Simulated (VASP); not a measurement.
Input of a VASP 6.6.1 run:

INCAR

```
SYSTEM = Al8H
PREC = Accurate
ENCUT = 520
EDIFF = 1E-6
ISMEAR = 0
SIGMA = 0.1
LREAL = Auto
LASPH = .True.
NELM = 60
ALGO = Normal
ISIF = 2
LWAVE = .False.
LCHARG = .False.
LDIPOL = .True.
IDIPOL = 3
DIPOL = 0.5 0.5 0.292
GGA = PE
NBANDS = 40
```

Contents of KPOINTS:

```
regular mesh
0
Gamma
  5 4 1
  0 0 0
```

File POSCAR:

```
Al8H
1.0
    5.7143028096      0.0000000000      0.0000000000
    0.0000000000      8.0812445328      0.0000000000
    0.0000000000      0.0000000000     22.2437981863
Al H
16 2
Direct
    0.2500000000      0.2500000000      0.1798254042
    0.2500000000      0.7500000000      0.1798254042
    0.7500000000      0.2500000000      0.1798254042
    0.7500000000      0.7500000000      0.1798254042
    0.0000000000      0.0000000000      0.2440489550
    0.0000000000      0.5000000000      0.2440489550
    0.5000000000      0.0000000000      0.2440489550
    0.5000000000      0.5000000000      0.2440489550
    0.2500000000      0.2500000000      0.3102692916
    0.2500000000      0.7500000000      0.3102692916
    0.7500000000      0.2500000000      0.3102692916
    0.7500000000      0.7500000000      0.3102692916
    0.0000000000      0.0000000000      0.3706110853
    0.0000000000      0.5000000000      0.3706110853
    0.5000000000      0.0000000000      0.3706110853
    0.5000000000      0.5000000000      0.3706110853
    0.7500000000     -0.1382831562      0.4196135079
    0.7500000000      0.1382831562      0.4196135079
```

Potentials or basis: VASP PAW PBE potentials, release 64 (Al, H).

Launch:

```sh
$ cat potpaw_PBE.64/Al/POTCAR potpaw_PBE.64/H/POTCAR > POTCAR
$ mpirun -np 1 vasp_std > vasp.out
```

(1) Estimate the largest force.

(2) Estimate the band gap on the k mesh.

Results:

(1) 1.145 eV/Å.

(2) zero (bands 25 and 26 overlap by 0.45 eV).
